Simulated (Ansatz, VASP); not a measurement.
# K in VASP and in Ansatz

```xyz
1
Lattice="-2.6267 2.6267 2.6267 2.6267 -2.6267 2.6267 2.6267 2.6267 -2.6267" Properties=species:S:1:pos:R:3 pbc="T T T"
K     0.0000    0.0000    0.0000
```

Change from the starting cell: volume scaled by 1.01.

Alike in both runs: task single point; functional PBEsol; k mesh 10 × 10 × 10; occupations fermi-dirac, width 0.08 eV; no spin polarisation.

```csv
,VASP,Ansatz
version,VASP 6.6.1,Ansatz 0.2.0
potentials or method,"VASP PAW PBE potentials, release 64 (K_sv), cutoff 520 eV","all-electron LAPW, scalar-relativistic"
```

|  | VASP | Ansatz | Ansatz less VASP |
| --- | --- | --- | --- |
| pressure (GPa) | -0.1 | -0.1 | +0.01 |

VASP's potentials were made for PBE, not for PBEsol. Ansatz ran all-electron here, and VASP with PAW potentials.
